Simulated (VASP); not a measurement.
# CsBa3 (Pm-3m) in VASP: further runs

The runs below take CsBa3 through single point, with PBEsol, r2SCAN.

All numbers are computed with VASP 6.6.1; they aren't measurements. Logs are shortened: lines on timing, memory, paths and dates and some standing lists are left out, and cuts for length are marked.

## (1) The cell of the first run

Symmetry: Pm-3m, No. 221, cubic system. Conventional cell: a = 6.604 Å, b = 6.604 Å, c = 6.604 Å, α = 90.00°, β = 90.00°, γ = 90.00°.

## (2) Single point, PBEsol

Input file INCAR:

```
SYSTEM = CsBa3
  PREC = Accurate
  ENCUT = 500
  EDIFF = 1E-6
  ISMEAR = -1
  SIGMA = 0.15
  LREAL = .False.
  LASPH = .True.
  NELM = 120
  ALGO = Normal
  ISIF = 2
  LWAVE = .False.
  LCHARG = .False.
  GGA = PS
  NBANDS = 28
  GGA_COMPAT = .False.
```

Input file KPOINTS:

```
regular mesh
0
Gamma
  4 4 4
  0 0 0
```

Input file POSCAR:

```
CsBa3
1.0
    6.6043710000      0.0000000000      0.0000000000
    0.0000000000      6.6043710000      0.0000000000
    0.0000000000      0.0000000000      6.6043710000
Cs Ba
1 3
Direct
    0.0000000000      0.0000000000      0.0000000000
    0.0000000000      0.5000000000      0.5000000000
    0.5000000000      0.0000000000      0.5000000000
    0.5000000000      0.5000000000      0.0000000000
```

Potentials or basis: VASP PAW PBE potentials, release 64 (Cs_sv, Ba_sv).

Command:

```console
$ cat potpaw_PBE.64/Cs_sv/POTCAR potpaw_PBE.64/Ba_sv/POTCAR > POTCAR
$ mpirun -np 1 vasp_std > vasp.out
```

OUTCAR:

```text
SYSTEM = CsBa3
   PREC = Accurate
   ENCUT = 500
   EDIFF = 1E-6
   ISMEAR = -1
   LREAL = .False.
   LASPH = .True.
   NELM = 120
   ISIF = 2
   GGA = PS

 ion  position               nearest neighbor table
   1  0.000  0.000  0.000-
   2  0.000  0.500  0.500-   3 4.67   4 4.67   4 4.67   3 4.67   3 4.67   4 4.67   4 4.67   3 4.67

   3  0.500  0.000  0.500-   2 4.67   4 4.67   4 4.67   2 4.67   4 4.67   4 4.67   2 4.67   2 4.67

   4  0.500  0.500  0.000-   2 4.67   3 4.67   2 4.67   3 4.67   3 4.67   3 4.67   2 4.67   2 4.67

  LATTYP: Found a simple cubic cell.
 ALAT       =     6.6043710000

  Lattice vectors:

 A1 = (   6.6043710000,   0.0000000000,   0.0000000000)
 A2 = (   0.0000000000,   6.6043710000,   0.0000000000)
 A3 = (   0.0000000000,   0.0000000000,   6.6043710000)

Analysis of symmetry for initial positions (statically):
=====================================================================
 Subroutine PRICEL returns:
 Original cell was already a primitive cell.

 Routine SETGRP: Setting up the symmetry group for a
 simple cubic supercell.

 Subroutine GETGRP returns: Found 48 space group operations
 (whereof 48 operations were pure point group operations)
 out of a pool of 48 trial point group operations.

The static configuration has the point symmetry O_h .

Analysis of symmetry for dynamics (positions and initial velocities):
=====================================================================
 Subroutine PRICEL returns:
 Original cell was already a primitive cell.

 Routine SETGRP: Setting up the symmetry group for a
 simple cubic supercell.

 Subroutine GETGRP returns: Found 48 space group operations
 (whereof 48 operations were pure point group operations)
 out of a pool of 48 trial point group operations.

The dynamic configuration has the point symmetry O_h .

 Subroutine INISYM returns: Found 48 space group operations
 (whereof 48 operations are pure point group operations),
 and found     1 'primitive' translations

----------------------------------------------------------------------------------------
[... 66 lines left out ...]
   total plane-waves  NPLWV = 110592
   dimension x,y,z NGX =    48 NGY =   48 NGZ =   48
   dimension x,y,z NGXF=    96 NGYF=   96 NGZF=   96
   ions per type =               1   3
   NGX,Y,Z   is equivalent  to a cutoff of  12.08, 12.08, 12.08 a.u.
   NGXF,Y,Z  is equivalent  to a cutoff of  24.17, 24.17, 24.17 a.u.
 SYSTEM =  CsBa3
   PREC   = accura    normal or accurate (medium, high low for compatibility)
   ISTART =      0    job   : 0-new  1-cont  2-samecut
   ICHARG =      2    charge: 1-file 2-atom 10-const
   ISPIN  =      1    spin polarized calculation?
   LNONCOLLINEAR =      F non collinear calculations
   LSORBIT =      F    spin-orbit coupling
   LASPH  =      T    aspherical Exc in radial PAW
   ENCUT  =  500.0 eV  36.75 Ry    6.06 a.u.  12.04 12.04 12.04*2*pi/ulx,y,z
   NELM   =    120;   NELMIN=  2; NELMDL= -5     # of ELM steps
   EDIFF  = 0.1E-05   stopping-criterion for ELM
   LREAL  =      F    real-space projection
[... 7 lines left out ...]
   TEBEG  =    0.0;   TEEND  =   0.0 temperature during run
   PSTRESS=    0.0 pullay stress
   NELECT =      39.0000    total number of electrons
   NUPDOWN=      -1.0000    fix difference up-down
   EMIN   =  10.00;   EMAX   =-10.00  energy-range for DOS
   EFERMI =   0.00;   METHOD = LEGACY
   ISMEAR =    -1;   SIGMA  =   0.15  broadening in eV -4-tet -1-fermi 0-gaus
   EFERMI_NEDOS =   21; number of points for ismear=-14 and -15
   IALGO  =     38    algorithm
   IMIX   =      4    mixing-type and parameters
     AMIX     =   0.40;   BMIX     =  1.00
     AMIX_MAG =   1.60;   BMIX_MAG =  1.00
  volume/ion in A,a.u.               =      72.02       485.99
  Fermi-wavevector in a.u.,A,eV,Ry     =   0.840617  1.588536  9.614382  0.706637
  Thomas-Fermi vector in A             =   1.955028
   LORBIT       =      0    0 simple, 1 ext, 2 COOP (PROOUT), +10 PAW based schemes
   GGA     = PS    functional components
   LHFCALC =     F    Hartree Fock is set to
   AEXX    =    0.0000 exact exchange contribution
   IVDW    =     0    specifies the selected vdW correction
   LEPSILON=     F    determine dielectric tensor
   LRPA    =     F    only Hartree local field effects (RPA)
 non-spin polarized calculation
  energy-cutoff  :      500.00
  volume of cell :      288.07
 maximum number of plane-waves:      7400
   NGX = 25   NGY = 25   NGZ = 25

 number of electron      39.0000004 magnetization

 Free energy of the ion-electron system (eV)
  ---------------------------------------------------
  ext. energy  EPLUGINS =         0.00000000
  ---------------------------------------------------
  free energy    TOTEN  =        -6.96385140 eV

  energy without entropy =       -6.45606399  energy(sigma->0) =       -6.70995769

 E-fermi :   1.2386     XC(G=0):  -7.0327

 val. band max:        1.2066615454   @ k =   0.5000   0.2500   0.2500
 cond. band min:       1.2785051537   @ k =   0.5000   0.0000   0.0000
 fundamental gap:      0.0718436083
 Fermi energy:         1.2385960838

 k-point     1 :       0.0000    0.0000    0.0000
  band No.  band energies     occupation
      1     -27.9999      2.00000
      2     -27.9782      2.00000
      3     -27.9782      2.00000
      4     -21.6308      2.00000
      5     -13.2299      2.00000
      6     -13.2299      2.00000
[... 299 lines left out ...]
     27       2.6226      0.00020
     28       2.9722      0.00002

------------------------ aborting loop because EDIFF is reached ----------------------------------------

  FORCE on cell =-STRESS in cart. coord.  units (eV):
  Direction    XX          YY          ZZ          XY          YZ          ZX
  --------------------------------------------------------------------------------------
  -------------------------------------------------------------------------------------
  Total       -0.9034682     -0.9034682     -0.9034682     -0.0000000      0.0000000     -0.0000000
  in kB       -5.0249191     -5.0249191     -5.0249191     -0.0000000      0.0000000     -0.0000000
  external PRESSURE =      -5.0249191 kB  Pullay stress =       0.0000000 kB

 VOLUME and BASIS-vectors are now :
 -----------------------------------------------------------------------------
  energy-cutoff  :      500.00
  volume of cell :      288.07
      direct lattice vectors                 reciprocal lattice vectors
     6.604371000  0.000000000  0.000000000     0.151414874  0.000000000  0.000000000
     0.000000000  6.604371000  0.000000000     0.000000000  0.151414874  0.000000000
     0.000000000  0.000000000  6.604371000     0.000000000  0.000000000  0.151414874

 POSITION                                       TOTAL-FORCE (eV/Angst)
 -----------------------------------------------------------------------------------
      0.00000      0.00000      0.00000         0.000000      0.000000      0.000000
      0.00000      3.30219      3.30219         0.000000      0.000000      0.000000
      3.30219      0.00000      3.30219         0.000000      0.000000      0.000000
      3.30219      3.30219      0.00000         0.000000      0.000000      0.000000
 -----------------------------------------------------------------------------------
    total drift:                                0.000000     -0.000000     -0.000000

  FREE ENERGIE OF THE ION-ELECTRON SYSTEM (eV)
  ---------------------------------------------------
  free  energy   TOTEN  =        -6.9638513984 eV

  energy  without entropy=       -6.4560639902  energy(sigma->0) =       -6.70995769
```

stdout:

```text
POSCAR found type information on POSCAR CsBa
 POSCAR found :  2 types and       4 ions
 scaLAPACK will be used
 -----------------------------------------------------------------------------
|                                                                             |
|                                                                             |
|     You enforced a specific xc type in the INCAR file but a different       |
|     I HOPE YOU KNOW WHAT YOU ARE DOING!                                     |
|                                                                             |
 -----------------------------------------------------------------------------

 LDA part: xc-table for (Slater+PW92), standard interpolation
 POSCAR, INCAR and KPOINTS ok, starting setup
 FFT: planning ... GRIDC
 FFT: planning ... GRID_SOFT
 FFT: planning ... GRID
 WAVECAR not read
 entering main loop
```

Wall time 71 s (1 thread of Intel Xeon Platinum 8259CL at 2.50GHz (Skylake/Cascade Lake), shared host); peak memory 0.34 GiB.

Results:

```yaml
Free_energy: -6.9639 eV
Pressure: -0.5 GPa
Band_gap_on_the_k_mesh: zero (an odd number of electrons rules out a gap without spin polarisation)
```

Levels at points of the mesh, in eV from the Fermi level:
```tsv
k point	band 17	band 18	band 19	band 20	band 21	band 22	band 23	band 24
(0.00, 0.00, 0.00)	-2.54	-0.57	-0.52	-0.52	0.06	0.06	0.06	1.86
(0.50, 0.00, 0.00)	-1.51	-1.26	0.04	0.23	0.49	0.74	0.74	0.81
(0.50, 0.50, 0.00)	-0.66	-0.58	-0.58	-0.22	0.57	0.81	0.81	0.91
(0.50, 0.50, 0.50)	-0.84	-0.84	-0.84	-0.46	0.70	1.09	1.09	1.09
```

Caveat: the PAW data sets were made with another functional, which shifts forces and pressure a little; spin-orbit coupling is left out, which moves the levels of the heavy elements.

## (3) Single point, r2SCAN

POSCAR is that of step 2.

Input file INCAR.step1:

```
SYSTEM = CsBa3
PREC = Accurate
ENCUT = 550
ISMEAR = -1
SIGMA = 0.15
LREAL = .FALSE.
LASPH = .TRUE.
NELM = 120
NBANDS = 28
GGA = PE
ALGO = Normal
EDIFF = 1E-5
LWAVE = .TRUE.
LCHARG = .FALSE.
GGA_COMPAT = .FALSE.
```

Input file INCAR.step2:

```
SYSTEM = CsBa3
PREC = Accurate
ENCUT = 550
EDIFF = 1E-6
ISMEAR = -1
SIGMA = 0.15
LREAL = .FALSE.
LASPH = .TRUE.
NELM = 120
ALGO = Normal
ISIF = 2
LWAVE = .FALSE.
LCHARG = .FALSE.
METAGGA = R2SCAN
LMIXTAU = .TRUE.
NBANDS = 28
ISTART = 1
GGA_COMPAT = .FALSE.
```

Input file KPOINTS:

```
Automatic mesh
0
G
  4 4 4
  0 0 0
```

Potentials or basis: VASP PAW PBE potentials, release 64 (Cs_sv, Ba_sv).

Command:

```console
$ cat potpaw_PBE.64/Cs_sv/POTCAR potpaw_PBE.64/Ba_sv/POTCAR > POTCAR
$ cp INCAR.step1 INCAR
$ mpirun -np 1 vasp_std > vasp.out
$ cp INCAR.step2 INCAR
$ mpirun -np 1 vasp_std > vasp.out
```

Run time: 9.4 min. Hardware: 1 thread of Intel Xeon Platinum 8259CL at 2.50GHz (Skylake/Cascade Lake), shared host; peak memory 0.45 GiB.

Results (log left out):

| Item | Value |
| --- | --- |
| Free energy | -103.8358 eV |
| Pressure | 0.3 GPa |
| Band gap on the k mesh | zero (an odd number of electrons rules out a gap without spin polarisation) |

Levels at points of the mesh, in eV from the Fermi level:
```csv
k point,band 17,band 18,band 19,band 20,band 21,band 22,band 23,band 24
"(0.00, 0.00, 0.00)",-2.68,-0.62,-0.60,-0.60,0.12,0.12,0.12,1.89
"(0.50, 0.00, 0.00)",-1.62,-1.32,-0.02,0.15,0.58,0.80,0.80,0.84
"(0.50, 0.50, 0.00)",-0.74,-0.61,-0.61,-0.21,0.60,0.84,0.84,0.98
"(0.50, 0.50, 0.50)",-0.83,-0.83,-0.83,-0.35,0.55,1.01,1.01,1.01
```

Caveat: the PAW data sets were made with another functional, which shifts forces and pressure a little; spin-orbit coupling is left out, which moves the levels of the heavy elements.

The gap in the log of VASP goes by the Fermi energy; the results here count the filled bands.